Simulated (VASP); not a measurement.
Write the native input for VASP 6.6.1 that does the following.

| Property | Result |
| --- | --- |
| Task | single point |
| Functional | PBE |
| Potentials or basis | VASP PAW PBE potentials, release 64 (K_sv) |
| Cutoff | 520 eV |
| k mesh | 13 × 13 × 13 |
| Occupations | fermi-dirac, width 0.0612256 eV |
| Spin | no spin polarisation |
| Dipole correction | no |
| Further INCAR settings | ALGO = Normal; EDIFF = 1e-07; NBANDS = 10 |

The structure of K lies in POSCAR:

```
K
1.0
    4.2115893669      0.0000000000      0.0000000000
    0.0000000000      4.2115893669      0.0000000000
    0.0000000000      0.0000000000      4.2115893669
K
1
Direct
    0.0000000000      0.0000000000      0.0000000000
```

The input as run:

INCAR

```
SYSTEM = K
PREC = Accurate
ENCUT = 520
EDIFF = 1E-7
ISMEAR = -1
SIGMA = 0.06122561905347299
LREAL = .False.
LASPH = .True.
NELM = 100
ALGO = Normal
ISIF = 2
LWAVE = .False.
LCHARG = .False.
GGA = PE
NBANDS = 10
```

KPOINTS

```
Automatic mesh
0
Gamma
  13 13 13
  0 0 0
```

Potentials or basis: VASP PAW PBE potentials, release 64 (K_sv).

Run with:

```bash
$ cat potpaw_PBE.64/K_sv/POTCAR > POTCAR
$ mpirun -np 1 vasp_std > vasp.out
```

It gave:

```json
{
 "Pressure": "0.2 GPa"
}
```

Wall time 14 s on 1 thread of Intel(R) Xeon(R) 6975P-C (Granite Rapids), with other jobs on the host, peak memory 0.2 GiB.
